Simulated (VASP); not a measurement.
Here is a VASP 6.6.1 calculation.

The input INCAR:

```
PREC = Accurate
ENCUT = 600
EDIFF = 1E-6
ISMEAR = 0
SIGMA = 0.1
LREAL = F
LASPH = T
NELM = 100
ALGO = Fast
ISIF = 3
LWAVE = F
LCHARG = F
GGA = PE
IBRION = 2
NSW = 100
EDIFFG = -0.01
```

The input KPOINTS:

```
Automatic mesh
0
Gamma
  10 10 10
```

POSCAR

```
Tl3Ru
1.0
    4.6098838900      0.0000000000      0.0000000000
    0.0000000000      4.6098838900      0.0000000000
    0.0000000000      0.0000000000      4.6098838900
Tl Ru
3 1
Direct
    0.0000000000      0.5000000000      0.5000000000
    0.5000000000      0.0000000000      0.5000000000
    0.5000000000      0.5000000000      0.0000000000
    0.0000000000      0.0000000000      0.0000000000
```

Potentials or basis: VASP PAW PBE potentials, release 64 (Tl_d, Ru_pv).

The run is started by

```bash
$ cat potpaw_PBE.64/Tl_d/POTCAR potpaw_PBE.64/Ru_pv/POTCAR > POTCAR
$ mpirun -np 1 vasp_std > vasp.out
```

Problem. Predict the relaxed cell.

Solution. a = 4.532 Å, b = 4.532 Å, c = 4.532 Å, α = 90.00°, β = 90.00°, γ = 90.00°.

Problem. Estimate the relaxed volume.

Solution. 23.27 Å³/atom.

Problem. Predict the space group after relaxing (to 0.1 Å).

Solution. Pm-3m (No. 221).

Step by step:
```csv
step,energy change (eV),largest force (eV/Å),pressure (GPa),volume (Å³)
1,0.0000,0.0000,-2.57,97.96
2,-0.0402,0.0000,0.35,92.51
3,-0.0408,0.0000,-0.02,93.08
```
